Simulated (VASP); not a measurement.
The system is ZrC4.

```
Zr C
1.0
    -2.88677    2.88677    1.80394
     2.88677   -2.88677    1.80394
     2.88677    2.88677   -1.80394
Zr C
1 4
Direct
  0.00000 0.00000 0.00000
  0.59819 0.80284 0.40103
  0.80284 0.40181 0.20465
  0.19716 0.59819 0.79535
  0.40181 0.19716 0.59897
```

The cell was built from a structure type or drawn by symmetry, and may not be a known phase.

* Program: VASP 6.6.1
* Task: relaxation of cell and atoms
* Functional: PBE
* Potentials or basis: VASP PAW PBE potentials, release 64 (Zr_sv, C)
* Cutoff: 600 eV
* k mesh: 6 × 6 × 6
* Occupations: gaussian, width 0.1 eV
* Spin: no spin polarisation

At the start: pressure -27.5 GPa; volume 12.03 Å³/atom.

Task: How do energy, volume and symmetry change on relaxing?

Result: Over 40 steps the energy falls by 1157.6 meV/atom and the volume is 9.94 Å³/atom (-17.3 %); space group I4/m (No. 87, to 0.1 Å) before and after.

The path:
```
step  energy change (eV)  largest force (eV/Å)  pressure (GPa)  volume (Å³)
   1              0.0000                0.6578          -27.49        60.13
   2             -1.3071                1.5954           17.48        43.90
   3             -1.4435                1.3318            2.15        46.95
   4             -1.9432                1.4043            3.42        45.64
   5             -2.7297                1.6318           10.93        42.33
   6             -3.0720                1.7478            2.94        43.42
   7             -3.3028                1.5930           -2.65        44.81
   8             -3.2776                0.3186           -1.17        47.56
   9             -3.4178                1.7174           -3.89        45.64
  10             -3.7025                0.8571           -2.61        46.03
  11             -3.9540                1.5684            3.50        46.37
  12             -4.0773                3.2312           17.39        47.04
  13             -4.2438                0.5570            8.46        46.65
  14             -4.2625                1.2544           12.40        46.85
  15             -4.2776                0.6088           10.64        46.77
  16             -4.3599                3.9574           12.12        48.11
  17             -4.4533                2.4343           10.67        47.54
  18             -4.8253                1.3008            1.26        48.69
  19             -5.0051                0.5696          -10.32        50.72
  20             -5.0098                0.4342           -9.22        50.48
  21             -5.1022                0.4747           -5.91        49.60
  22             -5.2620                1.3207            8.60        46.96
  23             -4.4459                2.0660           49.63        41.66
  24             -5.2755                1.4977           12.62        46.38
  25             -5.3281                1.5258           14.27        46.24
  26             -5.4261                1.1830           18.62        45.80
  27             -5.4301                1.1001           20.34        45.63
  28             -5.5220                0.9453           17.32        46.19
  29             -5.6998                0.5159            9.09        47.87
  30             -5.6815                0.2121           -3.68        51.32
  31             -5.7468                0.2184            2.34        49.52
  32             -5.7472                0.2358            2.89        49.37
  33             -5.7637                0.1758            1.59        49.50
  34             -5.7769                0.4900           -1.09        49.78
  35             -5.7855                0.2324           -0.64        49.76
  36             -5.7869                0.0820           -0.34        49.74
  37             -5.7873                0.0485           -0.03        49.70
  38             -5.7874                0.0539            0.12        49.68
  39             -5.7876                0.0457            0.03        49.68
  40             -5.7879                0.0315           -0.25        49.70
```

Final structure:
```yaml
crystal:
  lattice:
    - [-2.68342, 2.68342, 1.72555]
    - [2.68342, -2.68342, 1.72555]
    - [2.68342, 2.68342, -1.72555]
  atoms:
    - { symbol: Zr, position: [0.00000, 0.00000, 0.00000] }
    - { symbol: C, position: [0.57754, 0.89035, 0.46789] }
    - { symbol: C, position: [0.89035, 0.42246, 0.31281] }
    - { symbol: C, position: [0.10965, 0.57754, 0.68719] }
    - { symbol: C, position: [0.42246, 0.10965, 0.53211] }
```

Caveat: the volume moved by over 15 % at a fixed basis, so the end points are rough.
